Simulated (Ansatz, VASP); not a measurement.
## ZnO in VASP and in Ansatz

File INCAR:

```
  PREC = Accurate
  ENCUT = 520
  EDIFF = 1E-6
  ISMEAR = 0
  SIGMA = 0.05
  LREAL = F
  LASPH = T
  NELM = 60
  ALGO = Normal
  ISIF = 2
  LWAVE = F
  LCHARG = F
  GGA = CA
  NBANDS = 26
```

File KPOINTS:

```
Automatic mesh
0
Gamma
  9 9 4
```

File POSCAR:

```
ZnO
1.0
    3.3372866661      0.0000000000      0.0000000000
   -1.6686433330      2.8901750325      0.0000000000
    0.0000000000      0.0000000000      7.1304413500
Zn O
2 2
Direct
    0.0000000000      0.0000000000      0.7500000000
    0.0000000000      0.0000000000      0.2500000000
    0.3333333333      0.6666666667      0.2500000000
    0.6666666667      0.3333333333      0.7500000000
```

Input for Ansatz:

```yaml
crystal:
  lattice:
    - [3.3372866661, 0.0, 0.0]
    - [-1.668643333, 2.8901750325, 0.0]
    - [0.0, 0.0, 7.13044135]
  atoms:
    - { symbol: Zn, position: [0.0, 0.0, 0.75] }
    - { symbol: Zn, position: [0.0, 0.0, 0.25] }
    - { symbol: O, position: [0.3333333333, 0.6666666667, 0.25] }
    - { symbol: O, position: [0.6666666667, 0.3333333333, 0.75] }
basis:
  ecutwfc: 420
kpoints:
  mp_grid: { grid: [9, 9, 4] }
hamiltonian:
  xc: lda
scf:
  occupations: { method: gaussian, width: 0.05 }
output:
  forces: true
  stress: true
  eigenvalues: true
```

Change from the starting cell: strain +0.015 along x and y, +0.000 along z, atoms carried along.

Alike in both runs: task single point; functional LDA; k mesh 9 × 9 × 4; occupations gaussian, width 0.05 eV; no spin polarisation.

```csv
,VASP,Ansatz
version,VASP 6.6.1,Ansatz 0.2.0
potentials or method,"VASP PAW LDA potentials, release 64 (Zn, O), cutoff 520 eV","scalar-relativistic, plane waves, PAW"
valence electrons in the cell,36,36
```

|  | VASP | Ansatz | Ansatz less VASP |
| --- | --- | --- | --- |
| gap on the k mesh at the Fermi level (eV) | 0.73 | 0.72 | -0.011 |
| least direct gap on the mesh (eV) | 0.73 | 0.72 | -0.011 |
| pressure (GPa) | -10.7 | -11.3 | -0.64 |
| traceless stress, the component that is largest in VASP (GPa) | 8.86 | 9.57 | +0.712 |

LDA's correlation is that of Perdew and Zunger in VASP and of Perdew and Wang (1992) in Ansatz.
